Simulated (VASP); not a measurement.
Crystal: BiSb2O2.

```
Sb Bi O
1.0
    -2.10535    2.10535    5.89609
     2.10535   -2.10535    5.89609
     2.10535    2.10535   -5.89609
Sb Bi O
2 1 2
Direct
  0.61298 0.61298 0.00000
  0.38702 0.38702 0.00000
  0.00000 0.00000 0.00000
  0.75000 0.25000 0.50000
  0.25000 0.75000 0.50000
```

The cell was generated, and may not be a known phase.

| Item | Value |
| --- | --- |
| Program | VASP 6.6.1 |
| Task | relaxation of cell and atoms |
| Functional | PBE |
| Potentials or basis | VASP PAW PBE potentials, release 64 (Sb, Bi_d, O) |
| Cutoff | 600 eV |
| k mesh | 6 × 6 × 6 |
| Occupations | gaussian, width 0.1 eV |
| Spin | no spin polarisation |

At the start: pressure -5.5 GPa; volume 20.91 Å³/atom.

Task: How do energy, volume and symmetry change on relaxing?

Result: Over 15 steps the energy falls by 747.2 meV/atom and the volume is 20.10 Å³/atom (-3.8 %); space group I4/mmm (No. 139, to 0.1 Å) before and after.

Step by step:
```tsv
step	energy change (eV)	largest force (eV/Å)	pressure (GPa)	volume (Å³)
1	0.0000	6.3503	-5.48	104.54
2	-2.8433	2.1228	-2.42	94.08
3	-3.0044	0.9864	9.08	87.88
4	-3.1368	0.3206	3.04	90.44
5	-3.1371	0.1826	3.58	90.17
6	-3.4174	0.1954	0.04	94.92
7	-3.6008	0.2971	-3.15	102.01
8	-3.6147	0.3440	-3.84	104.10
9	-3.7100	0.6549	1.69	100.28
10	-3.7213	0.3932	0.24	101.21
11	-3.7343	0.1184	-0.20	101.24
12	-3.7348	0.0449	-0.31	101.25
13	-3.7356	0.0675	0.13	100.62
14	-3.7356	0.0666	0.12	100.64
15	-3.7361	0.0023	-0.02	100.52
```

Final structure:
```xyz
5
Lattice="-1.8979 1.8979 6.9764 1.8979 -1.8979 6.9764 1.8979 1.8979 -6.9764" Properties=species:S:1:pos:R:3 pbc="T T T"
Sb    0.0000    0.0000    9.2097
Sb    0.0000    0.0000    4.7430
Bi    0.0000    0.0000    0.0000
O     0.0000    1.8979    3.4882
O     1.8979    0.0000    3.4882
```

Caveat: an odd number of electrons without spin polarisation forces a metal; a magnetic or distorted state may lie lower.
